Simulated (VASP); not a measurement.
**ZnS: single point with PBE**

The system is ZnS.

```xyz
4
Lattice="3.8055 0.0000 0.0000 -1.9027 3.2956 0.0000 0.0000 0.0000 6.2440" Properties=species:S:1:pos:R:3 pbc="T T T"
Zn    0.0000    2.1971    0.0021
Zn    1.9027    1.0985    3.1241
S     0.0000    2.1971    2.3394
S     1.9027    1.0985    5.4614
```

| Property | Result |
| --- | --- |
| Program | VASP 6.6.1 |
| Task | single point |
| Functional | PBE |
| Potentials or basis | VASP PAW PBE potentials, release 64 (Zn, S) |
| Cutoff | 520 eV |
| k mesh | 12 × 12 × 4 |
| Occupations | gaussian, width 0.01 eV |
| Spin | no spin polarisation |
| Dipole correction | no |
| Further INCAR settings | ALGO = Normal; EDIFF = 1e-07; NBANDS = 26 |

```
Pressure               : 2.4 GPa
Largest force          : 0.004 eV/Å
Band gap on the k mesh : 2.22 eV
```

Forces in eV/Å, atoms in the order of the input:
```
Zn   0.000  0.000  0.004
Zn   0.000  0.000  0.004
S    0.000  0.000 -0.004
S    0.000  0.000 -0.004
```

Levels at points of the mesh, in eV from the valence-band top:
| k point | band 14 | band 15 | band 16 | band 17 | band 18 | band 19 | band 20 | band 21 | band 22 | band 23 |
| --- | --- | --- | --- | --- | --- | --- | --- | --- | --- | --- |
| (0.00, 0.00, 0.00) | -0.90 | -0.90 | -0.08 | 0.00 | 0.00 | 2.22 | 3.11 | 6.31 | 6.31 | 6.57 |
| (0.50, 0.00, 0.00) | -4.13 | -3.29 | -2.25 | -1.70 | -0.89 | 3.66 | 4.26 | 5.11 | 6.91 | 7.41 |
| (0.00, 0.00, 0.50) | -2.88 | -0.47 | -0.47 | -0.47 | -0.47 | 3.57 | 3.57 | 6.77 | 6.77 | 6.77 |
| (0.50, 0.00, 0.50) | -4.88 | -1.64 | -1.64 | -1.62 | -1.62 | 3.55 | 3.55 | 5.22 | 5.22 | 8.82 |

Wall time 2.6 min on 1 thread of Intel Xeon 8259CL (shared host), peak memory 0.24 GiB.

A k mesh can miss the band edges.
